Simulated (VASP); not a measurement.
A run of VASP 6.6.1:

INCAR

```
  PREC = Accurate
  ENCUT = 600
  EDIFF = 1E-6
  ISMEAR = 0
  SIGMA = 0.01
  LREAL = False
  LASPH = True
  NELM = 80
  ALGO = Normal
  ISIF = 3
  LWAVE = False
  LCHARG = False
  GGA = PE
  IBRION = 2
  NSW = 80
  EDIFFG = -0.01
  PSTRESS = 200.0
```

Contents of KPOINTS:

```
regular mesh
0
Gamma
  8 8 8
```

File POSCAR:

```
NaH
1.0
    0.0000000000      2.4400000000      2.4400000000
    2.4400000000      0.0000000000      2.4400000000
    2.4400000000      2.4400000000      0.0000000000
Na H
1 1
Direct
    0.0000000000      0.0000000000      0.0000000000
    0.5000000000      0.5000000000      0.5000000000
```

Potentials or basis: VASP PAW PBE potentials, release 64 (Na_pv, H).

The run is started by

```bash
$ cat potpaw_PBE.64/Na_pv/POTCAR potpaw_PBE.64/H/POTCAR > POTCAR
$ mpirun -np 1 vasp_std > vasp.out
```

Hardware: 1 thread of Intel Xeon 6975P-C, on a shared host.

Q: How long does it take, and how much memory?

A: It took 13 s on 1 thread of Intel Xeon 6975P-C (shared host), peak memory 0.15 GiB. Counts: scf iterations 34, k points 29, ion steps 4.
